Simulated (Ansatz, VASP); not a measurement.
# Two plane-wave programs on PbSe

```
Pb Se
1.0
     0.00000    3.27137    3.01947
     3.27137    0.00000    3.01947
     3.27137    3.27137    0.00000
Pb Se
1 1
Direct
  0.00000 0.00000 0.00000
  0.50000 0.50000 0.50000
```

Alike in both runs: task single point; functional PBE; dispersion D3(BJ); k mesh 10 × 10 × 10; occupations gaussian, width 0.03 eV; no spin polarisation.

```csv
,VASP,Ansatz
version,VASP 6.6.1,Ansatz 0.2.0
potentials or method,"VASP PAW PBE potentials, release 64 (Pb_d, Se), cutoff 520 eV","scalar-relativistic, plane waves, PAW"
valence electrons in the cell,20,30
```

|  | VASP | Ansatz | Ansatz less VASP |
| --- | --- | --- | --- |
| gap on the k mesh at the Fermi level (eV) | 0.47 | 0.47 | -0.003 |
| least direct gap on the mesh (eV) | 0.47 | 0.47 | -0.003 |
| pressure (GPa) | -1.6 | -1.6 | +0.02 |
| traceless stress, the component that is largest in VASP (GPa) | 4.44 | 4.42 | -0.013 |

VASP's potentials hold 20 valence electrons a cell and Ansatz's 30, so a difference there can come from the potentials and not from the codes. Ansatz's warnings: dispersion switch in reach.

Neither program's run includes spin-orbit coupling.
